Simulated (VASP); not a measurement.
# Ba (Im-3m) in VASP: further runs, part 3 of 3

VASP 6.6.1. The steps go on from the part before.

### Step 6. Single point, revPBE, non-collinear spin, zero start, spin-orbit coupling

INCAR reads:

```
PREC = Accurate
ENCUT = 520
EDIFF = 1E-6
ISMEAR = -1
SIGMA = 0.1
LREAL = F
LASPH = T
NELM = 150
ALGO = Normal
ISIF = 2
LWAVE = F
LCHARG = F
LNONCOLLINEAR = T
MAGMOM = 0 0 0
LORBIT = 11
LSORBIT = T
GGA_COMPAT = F
LORBMOM = T
GGA = RE
NBANDS = 21
```

KPOINTS reads:

```
regular mesh
0
Gamma
  9 9 9
```

POSCAR reads:

```
Ba
1.0
   -2.5600063364      2.5600063364      2.5600063364
    2.5600063364     -2.5600063364      2.5600063364
    2.5600063364      2.5600063364     -2.5600063364
Ba
1
Direct
    0.0000000000      0.0000000000      0.0000000000
```

Potentials or basis: VASP PAW PBE potentials, release 64 (Ba_sv).

Command:

```
$ cat potpaw_PBE.64/Ba_sv/POTCAR > POTCAR
$ mpirun -np 1 vasp_ncl > vasp.out
```

OUTCAR:

```text
PREC = Accurate
   ENCUT = 520
   EDIFF = 1E-6
   ISMEAR = -1
   LREAL = F
   LASPH = T
   NELM = 150
   ISIF = 2
   LNONCOLLINEAR = T
   LORBIT = 11
   LSORBIT = T
   GGA = RE

 ion  position               nearest neighbor table
   1  0.000  0.000  0.000-

  LATTYP: Found a body centered cubic cell.
 ALAT       =     5.1200126728

  Lattice vectors:

 A1 = (  -2.5600063364,   2.5600063364,   2.5600063364)
 A2 = (   2.5600063364,  -2.5600063364,   2.5600063364)
 A3 = (   2.5600063364,   2.5600063364,  -2.5600063364)

Analysis of symmetry for initial positions (statically):
=====================================================================
 Subroutine PRICEL returns:
 Original cell was already a primitive cell.

 Routine SETGRP: Setting up the symmetry group for a
 body centered cubic supercell.

 Subroutine GETGRP returns: Found 48 space group operations
 (whereof 48 operations were pure point group operations)
 out of a pool of 48 trial point group operations.

The static configuration has the point symmetry O_h .

Analysis of symmetry for dynamics (positions and initial velocities):
=====================================================================
 Subroutine PRICEL returns:
 Original cell was already a primitive cell.

[... 782 lines left out ...]
  free  energy   TOTEN  =        -1.9351628769 eV

  energy  without entropy=       -1.8889032294  energy(sigma->0) =       -1.91203305

 orbital moment (x)

 # of ion     p       d       tot
 ----------------------------------------
  1         0.000   0.000   0.000
 ----------------------------------------
            0.000   0.000   0.000

 orbital moment (y)

 # of ion     p       d       tot
 ----------------------------------------
  1         0.000   0.000   0.000
 ----------------------------------------
            0.000   0.000   0.000

 orbital moment (z)

 # of ion     p       d       tot
 ----------------------------------------
  1         0.000   0.000   0.000
 ----------------------------------------
            0.000   0.000   0.000

 Spin-Orbit-Coupling matrix elements

 Ion:    1  E_soc:     -0.3952317
 l=   1
     0.0000000    -0.0657284    -0.0657284
    -0.0657284     0.0000000    -0.0657284
    -0.0657284    -0.0657284     0.0000000
 l=   2
     0.0000000     0.0000168     0.0000000     0.0000168    -0.0001604
     0.0000168     0.0000000    -0.0001203     0.0000168    -0.0000401
     0.0000000    -0.0001203     0.0000000    -0.0001203     0.0000000
     0.0000168     0.0000168    -0.0001203     0.0000000    -0.0000401
    -0.0001604    -0.0000401     0.0000000    -0.0000401     0.0000000
 l=   3
     0.0000000     0.0000000     0.0000000     0.0000000     0.0000000     0.0000000     0.0000000
     0.0000000     0.0000000     0.0000000     0.0000000     0.0000000     0.0000000     0.0000000
     0.0000000     0.0000000     0.0000000     0.0000000     0.0000000     0.0000000     0.0000000
     0.0000000     0.0000000     0.0000000     0.0000000     0.0000000     0.0000000     0.0000000
     0.0000000     0.0000000     0.0000000     0.0000000     0.0000000     0.0000000     0.0000000
     0.0000000     0.0000000     0.0000000     0.0000000     0.0000000     0.0000000     0.0000000
     0.0000000     0.0000000     0.0000000     0.0000000     0.0000000     0.0000000     0.0000000

 total charge

# of ion       s       p       d       tot
------------------------------------------
    1        2.064   5.566   0.253   7.884

 magnetization (x)

# of ion       s       p       d       tot
------------------------------------------
    1        0.000  -0.000   0.000   0.000

 magnetization (y)

# of ion       s       p       d       tot
------------------------------------------
    1       -0.000  -0.000   0.000  -0.000

 magnetization (z)

# of ion       s       p       d       tot
------------------------------------------
    1       -0.000  -0.000   0.000  -0.000
```

stdout:

```text
POSCAR found type information on POSCAR Ba
 POSCAR found :  1 types and       1 ions
 scaLAPACK will be used
 -----------------------------------------------------------------------------
|                                                                             |
|                                                                             |
|     You enforced a specific xc type in the INCAR file but a different       |
|     I HOPE YOU KNOW WHAT YOU ARE DOING!                                     |
|                                                                             |
 -----------------------------------------------------------------------------

 LDA part: xc-table for (Slater+PW92), standard interpolation
 POSCAR, INCAR and KPOINTS ok, starting setup
 FFT: planning ... GRIDC
 FFT: planning ... GRID_SOFT
 FFT: planning ... GRID
 WAVECAR not read
 entering main loop
```

It took 69 s on 1 thread of AMD EPYC 9R45 (Zen 5), shared host; peak memory 0.37 GiB.

What came out:

```
Free energy                                           : -1.9352 eV
Pressure                                              : 0.0 GPa
Net moment                                            : 0.00 μB per cell
Valence electrons inside the program's atomic spheres : Ba 7.88
```

Moments on the atoms (μB; x, y, z):
```
Ba  0.00 0.00 0.00
```

Caveat: the PAW data sets were made with another functional, which shifts forces and pressure a little.

### Step 7. Summary

```tsv
spin	cell	k mesh	gap on the mesh (eV)	pressure (GPa)
off	a = 4.434 Å, angles 109.5°, 1 atom	14 × 14 × 14	none	0.1
off	a = 4.492 Å, angles 109.5°, 1 atom	14 × 14 × 14	none	-0.2
off	a = 4.549 Å, angles 109.5°, 1 atom	14 × 14 × 14	none	-0.5
off	a = 4.605 Å, angles 109.5°, 1 atom	14 × 14 × 14	none	-0.7
non-collinear, zero start, SOC	a = 4.434 Å, angles 109.5°, 1 atom	9 × 9 × 9	-	0.0
```

Alike in all rows: task single point; level revPBE; potentials or basis VASP PAW PBE potentials, release 64 (Ba_sv); cutoff (eV) 520; smearing fermi-dirac 0.1 eV.

Caveats: the PAW data sets were made with another functional, which shifts forces and pressure a little; spin-orbit coupling is left out, which moves the levels of the heavy elements (at least some runs).

Absolute energies hang on the potentials; compare differences alone.
